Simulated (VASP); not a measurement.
**Ba: single point with PBE**

Crystal: Ba.

```
Ba
1.0
     0.00000    3.26990    3.26990
     3.26990    0.00000    3.26990
     3.26990    3.26990    0.00000
Ba
2
Direct
  0.00000 0.00000 0.00000
  0.25000 0.25000 0.25000
```

This isn't the form of Ba at room conditions, which is bcc.

```yaml
Program: VASP 6.6.1
Task: single point
Functional: PBE
Potentials_or_basis: VASP PAW PBE potentials, release 64 (Ba_sv)
Cutoff: 500 eV
k_mesh: 8 × 8 × 8
Occupations: fermi-dirac, width 0.1 eV
Spin: no spin polarisation
```

```
Pressure               : 23.6 GPa
Band gap on the k mesh : zero (bands 10 and 11 overlap by 0.61 eV)
```

Levels at points of the mesh, in eV from the Fermi level:
| k point | band 6 | band 7 | band 8 | band 9 | band 10 | band 11 | band 12 | band 13 | band 14 | band 15 |
| --- | --- | --- | --- | --- | --- | --- | --- | --- | --- | --- |
| (0.00, 0.00, 0.00) | -12.50 | -12.50 | -12.50 | -1.63 | 0.05 | 0.05 | 2.45 | 2.45 | 2.45 | 5.89 |
| (0.50, 0.00, 0.00) | -11.87 | -11.87 | -11.76 | -0.17 | 0.43 | 0.43 | 0.92 | 1.57 | 1.57 | 4.78 |
| (0.50, 0.50, 0.00) | -13.67 | -11.11 | -11.11 | -1.01 | -1.01 | 1.58 | 1.58 | 3.26 | 3.26 | 5.10 |

Wall time 12 s on 1 thread of Intel(R) Xeon(R) 6975P-C (Granite Rapids) (shared host), peak memory 0.2 GiB.

Caveat: the cell stands under pressure; spin-orbit coupling is left out, which moves the levels of the heavy elements.
